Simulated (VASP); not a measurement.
# PbS (Cmc2_1) in VASP: a series of runs

The runs below take PbS through single point, with LDA.

All numbers are computed with VASP 6.6.1; they aren't measurements. Logs are shortened: lines on timing, memory, paths and dates and some standing lists are left out, and cuts for length are marked.

## 1. The cell of the first run

It takes space group Cmc2_1 (No. 36, orthorhombic). Conventional cell: a = 4.114 Å, b = 7.132 Å, c = 7.560 Å, α = 90.00°, β = 90.00°, γ = 90.00°. Within 3.7 Å of Pb (site symmetry m) lie 6 S at 2.84 to 3.26 Å. S (site symmetry m) has 6 Pb at 2.84 to 3.26 Å within 3.7 Å.

## 2. Single point, LDA

Contents of INCAR:

```
SYSTEM = PbS
ALGO     = Normal         ! electronic algorithm
EDIFF    = 1E-6           ! SCF threshold, eV
ENCUT    = 520            ! plane-wave cutoff, eV
ISIF     = 2              ! what is computed and relaxed
ISMEAR   = 0              ! smearing method
LASPH    = .TRUE.         ! aspherical terms in the spheres
LCHARG   = .TRUE.         ! write CHGCAR
LELF     = .TRUE.         ! ELF
LREAL    = .FALSE.        ! projectors in reciprocal space
LVHAR    = .TRUE.       
LWAVE    = .FALSE.        ! write WAVECAR
NBANDS   = 28             ! bands
NELM     = 80             ! most SCF steps
PREC     = Accurate       ! precision mode
SIGMA    = 0.01           ! smearing width, eV
```

Contents of KPOINTS:

```
k-points
0
G
  3 3 1
  0 0 0
```

Contents of POSCAR:

```
PbS
1.0
    2.0569420000     -3.5658290000      0.0000000000
    2.0569420000      3.5658290000      0.0000000000
    0.0000000000      0.0000000000      7.5599450000
Pb S
2 2
Direct
    0.0010320000      0.9989680000      0.4867320000
    0.9989680000      0.0010320000      0.9867320000
    0.6671450000      0.3328550000      0.6924680000
    0.3328550000      0.6671450000      0.1924680000
```

Potentials or basis: VASP PAW LDA potentials, release 64 (Pb_d, S).

Launch:

```
> cat potpaw_LDA.64/Pb_d/POTCAR potpaw_LDA.64/S/POTCAR > POTCAR
> mpirun -np 1 vasp_std > vasp.out
```

OUTCAR:

```text
SYSTEM = PbS
   EDIFF = 1E-6
   ENCUT = 520
   ISIF = 2
   ISMEAR = 0
   LASPH = .TRUE.
   LREAL = .FALSE.
   NELM = 80
   PREC = Accurate

 ion  position               nearest neighbor table
   1  0.001  0.999  0.487-   3 2.84   3 2.84   3 2.84   4 3.25   4 3.26   4 3.26   2 3.78   2 3.78

   2  0.999  0.001  0.987-   4 2.84   4 2.84   4 2.84   3 3.25   3 3.26   3 3.26   1 3.78   1 3.78

   3  0.667  0.333  0.692-   1 2.84   1 2.84   1 2.84   2 3.25   2 3.26   2 3.26
   4  0.333  0.667  0.192-   2 2.84   2 2.84   2 2.84   1 3.25   1 3.26   1 3.26

  LATTYP: Found a base centered orthorhombic cell.
 ALAT       =     4.1138840000
 B/A-ratio  =     1.7335583599
 C/A-ratio  =     1.8376660596

  Lattice vectors:

 A1 = (   2.0569420000,  -3.5658290000,   0.0000000000)
 A2 = (   2.0569420000,   3.5658290000,   0.0000000000)
 A3 = (   0.0000000000,   0.0000000000,   7.5599450000)

Analysis of symmetry for initial positions (statically):
=====================================================================
 Subroutine PRICEL returns:
 Original cell was already a primitive cell.

 Routine SETGRP: Setting up the symmetry group for a
 base centered orthorhombic supercell.

 Subroutine GETGRP returns: Found  4 space group operations
 (whereof  2 operations were pure point group operations)
 out of a pool of  8 trial point group operations.

The static configuration has the point symmetry C_1h.
 The point group associated with its full space group is C_2v.

Analysis of symmetry for dynamics (positions and initial velocities):
=====================================================================
 Subroutine PRICEL returns:
 Original cell was already a primitive cell.

 Routine SETGRP: Setting up the symmetry group for a
 base centered orthorhombic supercell.

 Subroutine GETGRP returns: Found  4 space group operations
 (whereof  2 operations were pure point group operations)
 out of a pool of  8 trial point group operations.

The dynamic configuration has the point symmetry C_1h.
 The point group associated with its full space group is C_2v.

 Subroutine INISYM returns: Found  4 space group operations
 (whereof  2 operations are pure point group operations),
 and found     1 'primitive' translations

----------------------------------------------------------------------------------------

                                     Primitive cell

  volume of cell :     110.8999

  direct lattice vectors                    reciprocal lattice vectors
     2.056942000 -3.565829000  0.000000000     0.243079290 -0.140219848  0.000000000
     2.056942000  3.565829000  0.000000000     0.243079290  0.140219848  0.000000000
     0.000000000  0.000000000  7.559945000     0.000000000  0.000000000  0.132276095

  length of vectors
     4.116569792  4.116569792  7.559945000     0.280622784  0.280622784  0.132276095

  position of ions in fractional coordinates (direct lattice)
     0.001032000  0.998968000  0.486732000
     0.998968000  0.001032000  0.986732000
     0.667145000  0.332855000  0.692468000
     0.332855000  0.667145000  0.192468000

  ion indices of the primitive-cell ions
   primitive index   ion index
                 1           1
                 2           2
                 3           3
                 4           4

----------------------------------------------------------------------------------------

 KPOINTS: k-points

Automatic generation of k-mesh.
 Grid dimensions read from file:
 generate k-points for:    3    3    1

 Generating k-lattice:

  Cartesian coordinates                     Fractional coordinates (reciprocal lattice)
     0.081026430 -0.046739949  0.000000000     0.333333333  0.000000000  0.000000000
     0.081026430  0.046739949  0.000000000     0.000000000  0.333333333  0.000000000
     0.000000000  0.000000000  0.132276095     0.000000000  0.000000000  1.000000000

  Length of vectors
     0.093540928  0.093540928  0.132276095

  Shift w.r.t. Gamma in fractional coordinates (k-lattice)
     0.000000000  0.000000000  0.000000000

 Subroutine IBZKPT returns following result:
 ===========================================

 Found      4 irreducible k-points:

 Following reciprocal coordinates:
            Coordinates               Weight
  0.000000  0.000000  0.000000      1.000000
  0.333333 -0.000000  0.000000      4.000000
  0.333333  0.333333  0.000000      2.000000
 -0.333333  0.333333  0.000000      2.000000
   k-points           NKPTS =      4   k-points in BZ     NKDIM =      4   number of bands    NBANDS=     28
   number of dos      NEDOS =    301   number of ions     NIONS =      4
   total plane-waves  NPLWV =  57344
   dimension x,y,z NGX =    32 NGY =   32 NGZ =   56
   dimension x,y,z NGXF=    64 NGYF=   64 NGZF=  112
   ions per type =               2   2
   NGX,Y,Z   is equivalent  to a cutoff of  12.92, 12.92, 12.31 a.u.
   NGXF,Y,Z  is equivalent  to a cutoff of  25.85, 25.85, 24.63 a.u.
 SYSTEM =  PbS
   PREC   = accura    normal or accurate (medium, high low for compatibility)
   ISTART =      0    job   : 0-new  1-cont  2-samecut
   ICHARG =      2    charge: 1-file 2-atom 10-const
   ISPIN  =      1    spin polarized calculation?
   LNONCOLLINEAR =      F non collinear calculations
   LSORBIT =      F    spin-orbit coupling
   LASPH  =      T    aspherical Exc in radial PAW
   ENCUT  =  520.0 eV  38.22 Ry    6.18 a.u.   7.65  7.65 14.06*2*pi/ulx,y,z
   NELM   =     80;   NELMIN=  2; NELMDL= -5     # of ELM steps
   EDIFF  = 0.1E-05   stopping-criterion for ELM
   LREAL  =      F    real-space projection
   EDIFFG = 0.1E-04   stopping-criterion for IOM
   NSW    =      0    number of steps for IOM
   IBRION =     -1    ionic relax: 0-MD 1-quasi-New 2-CG
   NFREE  =      0    steps in history (QN), initial steepest desc. (CG)
   ISIF   =      2    stress and relaxation
   ISYM   =      2    0-nonsym 1-usesym 2-fastsym
   POTIM  = 0.5000    time-step for ionic-motion
   TEBEG  =    0.0;   TEEND  =   0.0 temperature during run
   PSTRESS=    0.0 pullay stress
   NELECT =      40.0000    total number of electrons
   NUPDOWN=      -1.0000    fix difference up-down
   EMIN   =  10.00;   EMAX   =-10.00  energy-range for DOS
   EFERMI =   0.00;   METHOD = LEGACY
   ISMEAR =     0;   SIGMA  =   0.01  broadening in eV -4-tet -1-fermi 0-gaus
   EFERMI_NEDOS =   21; number of points for ismear=-14 and -15
   IALGO  =     38    algorithm
   IMIX   =      4    mixing-type and parameters
     AMIX     =   0.40;   BMIX     =  1.00
     AMIX_MAG =   1.60;   BMIX_MAG =  1.00
  volume/ion in A,a.u.               =      27.72       187.10
  Fermi-wavevector in a.u.,A,eV,Ry     =   1.165336  2.202165 18.476815  1.358008
  Thomas-Fermi vector in A             =   2.301863
   LORBIT       =      0    0 simple, 1 ext, 2 COOP (PROOUT), +10 PAW based schemes
   GGA     = CA    functional components
   LHFCALC =     F    Hartree Fock is set to
   AEXX    =    0.0000 exact exchange contribution
   IVDW    =     0    specifies the selected vdW correction
   LEPSILON=     F    determine dielectric tensor
   LRPA    =     F    only Hartree local field effects (RPA)
 non-spin polarized calculation
 Gauss-broadening in eV      SIGMA  =   0.01
  energy-cutoff  :      520.00
  volume of cell :      110.90
 maximum number of plane-waves:      2987
 NGX is ok and might be reduce to    30
   NGX = 15   NGY = 15   NGZ = 29

 number of electron      39.9999996 magnetization

 Free energy of the ion-electron system (eV)
  ---------------------------------------------------
  ext. energy  EPLUGINS =         0.00000000
  ---------------------------------------------------
  free energy    TOTEN  =       -19.31024286 eV

  energy without entropy =      -19.31024286  energy(sigma->0) =      -19.31024286

 E-fermi :   5.0131     XC(G=0):  -9.7139

 val. band max:        4.9448968746   @ k =   0.3333   0.3333   0.0000
 cond. band min:       5.6178653273   @ k =   0.3333  -0.0000   0.0000
 fundamental gap:      0.6729684527
 Fermi energy:         5.0131292340

 k-point     1 :       0.0000    0.0000    0.0000
  band No.  band energies     occupation
      1     -11.9684      2.00000
      2     -11.9271      2.00000
      3     -11.9266      2.00000
      4     -11.9128      2.00000
      5     -11.9124      2.00000
      6     -11.8870      2.00000
[... 20 lines left out ...]
     27      11.7950      0.00000
     28      12.5919      0.00000

 k-point     2 :       0.3333   -0.0000    0.0000
  band No.  band energies     occupation
      1     -12.0015      2.00000
      2     -11.9477      2.00000
      3     -11.9372      2.00000
      4     -11.9088      2.00000
      5     -11.9033      2.00000
      6     -11.8712      2.00000
[... 20 lines left out ...]
     27      10.9785      0.00000
     28      12.7322      0.00000

 k-point     3 :       0.3333    0.3333    0.0000
  band No.  band energies     occupation
      1     -11.9798      2.00000
      2     -11.9797      2.00000
      3     -11.9341      2.00000
      4     -11.8961      2.00000
      5     -11.8961      2.00000
      6     -11.8790      2.00000
[... 20 lines left out ...]
     27      12.1019      0.00000
     28      12.1093      0.00000

 k-point     4 :      -0.3333    0.3333    0.0000
  band No.  band energies     occupation
      1     -12.0018      2.00000
      2     -11.9476      2.00000
      3     -11.9374      2.00000
      4     -11.9086      2.00000
      5     -11.9032      2.00000
      6     -11.8711      2.00000
[... 20 lines left out ...]
     27      10.9967      0.00000
     28      12.7314      0.00000

------------------------ aborting loop because EDIFF is reached ----------------------------------------

  FORCE on cell =-STRESS in cart. coord.  units (eV):
  Direction    XX          YY          ZZ          XY          YZ          ZX
  --------------------------------------------------------------------------------------
  -------------------------------------------------------------------------------------
  Total       -0.9677283     -0.9899220     -3.3126672      0.0000000      0.0000000      0.0000000
  in kB      -13.9808266    -14.3014603    -47.8582919      0.0000000      0.0000000      0.0000000
  external PRESSURE =     -25.3801929 kB  Pullay stress =       0.0000000 kB

 VOLUME and BASIS-vectors are now :
 -----------------------------------------------------------------------------
  energy-cutoff  :      520.00
  volume of cell :      110.90
      direct lattice vectors                 reciprocal lattice vectors
     2.056942000 -3.565829000  0.000000000     0.243079290 -0.140219848  0.000000000
     2.056942000  3.565829000  0.000000000     0.243079290  0.140219848  0.000000000
     0.000000000  0.000000000  7.559945000     0.000000000  0.000000000  0.132276095

 POSITION                                       TOTAL-FORCE (eV/Angst)
 -----------------------------------------------------------------------------------
      2.05694      3.55847      3.67967         0.000000      0.008202      0.374707
      2.05694     -3.55847      7.45964         0.000000     -0.008202      0.374707
      2.05694     -1.19202      5.23502         0.000000     -0.002421     -0.374707
      2.05694      1.19202      1.45505         0.000000      0.002421     -0.374707
 -----------------------------------------------------------------------------------
    total drift:                               -0.000000     -0.000000     -0.001742

  FREE ENERGIE OF THE ION-ELECTRON SYSTEM (eV)
  ---------------------------------------------------
  free  energy   TOTEN  =       -19.3102428618 eV

  energy  without entropy=      -19.3102428618  energy(sigma->0) =      -19.31024286
```

Run time: 23 s. Hardware: 1 thread of AMD EPYC 7R13, shared host; peak memory 0.16 GiB.

What came out:

* Free energy: -19.3102 eV
* Pressure: -2.5 GPa
* Largest force: 0.375 eV/Å
* Band gap on the k mesh: 0.67 eV, indirect (least direct gap 1.09 eV)

Forces in eV/Å, atoms in the order of the input:
```
Pb   0.000  0.008  0.375
Pb   0.000 -0.008  0.375
S    0.000 -0.002 -0.375
S    0.000  0.002 -0.375
```

Levels at points of the mesh, in eV from the valence-band top:
```csv
k point,band 17,band 18,band 19,band 20,band 21,band 22,band 23,band 24
"(0.00, 0.00, 0.00)",-1.80,-1.44,-1.44,-0.22,0.87,3.33,3.33,3.63
```

Caveat: the k points lie up to 0.83 Å⁻¹ apart; spin-orbit coupling is left out, which moves the levels of the heavy elements. A k mesh can miss the band edges.

(Part 1 of 3 ends here.)
